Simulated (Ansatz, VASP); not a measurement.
# One calculation of NiO, two programs

```
Ni O
1.0
     0.00000    2.13379    2.13379
     2.13379    0.00000    2.13379
     2.13379    2.13379    0.00000
Ni O
1 1
Cartesian
  0.0000 0.0000 0.0000
  2.1338 2.1338 2.1338
```

Alike in both runs: task single point; functional PBE; k mesh 10 × 10 × 10; occupations gaussian, width 0.05 eV; collinear spin; Hubbard terms Ni d U = 6.2 eV.

|  | VASP | Ansatz |
| --- | --- | --- |
| version | VASP 6.6.1 | Ansatz 0.2.0 |
| potentials or method | VASP PAW PBE potentials, release 64 (Ni, O), cutoff 520 eV | scalar-relativistic, plane waves, PAW |
| valence electrons in the cell | 16 | 24 |

```csv
,VASP,Ansatz,Ansatz less VASP
gap on the k mesh at the Fermi level (eV),2.36,1.94,-0.423
least direct gap on the mesh (eV),3.14,2.89,-0.251
pressure (GPa),-8.2,0.0,+8.23
net moment per atom (μB),1.00,1.00,0.000
size of the moment on the site where the two differ most (μB),1.83,1.74,-0.090
```

Site moments also hang on the region over which each program counts them. The programs project onto different local orbitals, so the same U acts differently, and such runs can settle in different states. VASP's potentials hold 16 valence electrons a cell and Ansatz's 24, so a difference there can come from the potentials and not from the codes. Ansatz's warnings: stability check not made.
